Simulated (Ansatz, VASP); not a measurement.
Two plane-wave programs on TaN

```xyz
4
Lattice="3.0295 0.0000 0.0000 -1.5148 2.6237 0.0000 0.0000 0.0000 4.9068" Properties=species:S:1:pos:R:3 pbc="T T T"
Ta    0.0000    1.7491    0.0000
Ta    1.5148    0.8746    2.4534
N     0.0000    1.7491    1.8891
N     1.5148    0.8746    4.3426
```

Change from the starting cell: volume scaled by 0.98, PAW files.

Alike in both runs: task electric field gradients; functional PBEsol; k mesh 9 × 9 × 5; occupations fermi-dirac, width 0.01 eV; no spin polarisation.

|  | VASP | Ansatz |
| --- | --- | --- |
| version | VASP 6.6.1 | Ansatz 0.2.0 |
| potentials or method | VASP PAW PBE potentials, release 64 (Ta_pv, N) | PAW with Ansatz's default frozen-core files, scalar-relativistic |
| plane-wave cutoff (eV) | 520 | 420 |
| valence electrons in the cell | 32 | 36 |

```csv
,VASP,Ansatz,Ansatz less VASP
pressure (GPa),144.6,140.9,-3.72
"traceless stress, the component that is largest in VASP (GPa)",-18.29,-17.90,+0.395
rms of the force components (eV/Å),1.363,1.355,-0.0084
size of Vzz on the site where it differs most (V/Å²),124.5,129.8,+5.30
```

VASP's potentials were made for PBE, not for PBEsol. Atom by atom the forces differ by 0.008 eV/Å (rms over components). Both programs put the cell under a high pressure, so it lies far from rest at this level. VASP's potentials hold 32 valence electrons a cell and Ansatz's 36, so a difference there can come from the potentials and not from the codes.

Neither program's run includes spin-orbit coupling. Noted on VASP's run: the cell as given lies far from equilibrium.
